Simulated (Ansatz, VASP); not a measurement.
PbO: VASP beside Ansatz

INCAR

```
ALGO     = Normal         # electronic algorithm
EDIFF    = 1E-6           # SCF threshold, eV
ENCUT    = 520            # plane-wave cutoff, eV
GGA      = PS             # functional
ISIF     = 2              # what is computed and relaxed
ISMEAR   = 0              # smearing method
LASPH    = T              # aspherical terms in the spheres
LCHARG   = F              # write CHGCAR
LREAL    = F              # projectors in reciprocal space
LWAVE    = F              # write WAVECAR
NBANDS   = 17             # bands
NELM     = 80             # most SCF steps
PREC     = Accurate       # precision mode
SIGMA    = 0.02           # smearing width, eV
```

Contents of KPOINTS:

```
k-points
0
Gamma
  12 12 12
```

File POSCAR:

```
PbO
1.0
    0.0000000000      2.6611350054      2.6611350054
    2.6611350054      0.0000000000      2.6611350054
    2.6611350054      2.6611350054      0.0000000000
O Pb
1 1
Direct
    0.5000000000      0.5000000000      0.5000000000
    0.0000000000      0.0000000000      0.0000000000
```

Input for Ansatz:

```yaml
crystal:
  lattice:
    - [0.0, 2.6611350054, 2.6611350054]
    - [2.6611350054, 0.0, 2.6611350054]
    - [2.6611350054, 2.6611350054, 0.0]
  atoms:
    - { symbol: O, position: [0.5, 0.5, 0.5] }
    - { symbol: Pb, position: [0.0, 0.0, 0.0] }
basis:
  ecutwfc: 420
kpoints:
  mp_grid: { grid: [12, 12, 12] }
hamiltonian:
  xc: pbesol
scf:
  occupations: { method: gaussian, width: 0.02 }
output:
  forces: true
  stress: true
  eigenvalues: true
```

Alike in both runs: task single point; functional PBEsol; k mesh 12 × 12 × 12; occupations gaussian, width 0.02 eV; no spin polarisation.

```csv
,VASP,Ansatz
version,VASP 6.6.1,Ansatz 0.2.0
potentials or method,"VASP PAW PBE potentials, release 64 (O, Pb_d), cutoff 520 eV","scalar-relativistic, plane waves, PAW"
valence electrons in the cell,20,20
```

```csv
,VASP,Ansatz,Ansatz less VASP
gap on the k mesh at the Fermi level (eV),0.39,0.39,0.000
least direct gap on the mesh (eV),0.43,0.43,0.000
pressure (GPa),-6.8,-6.8,+0.07
```

VASP's potentials were made for PBE, not for PBEsol.

Neither program's run includes spin-orbit coupling.
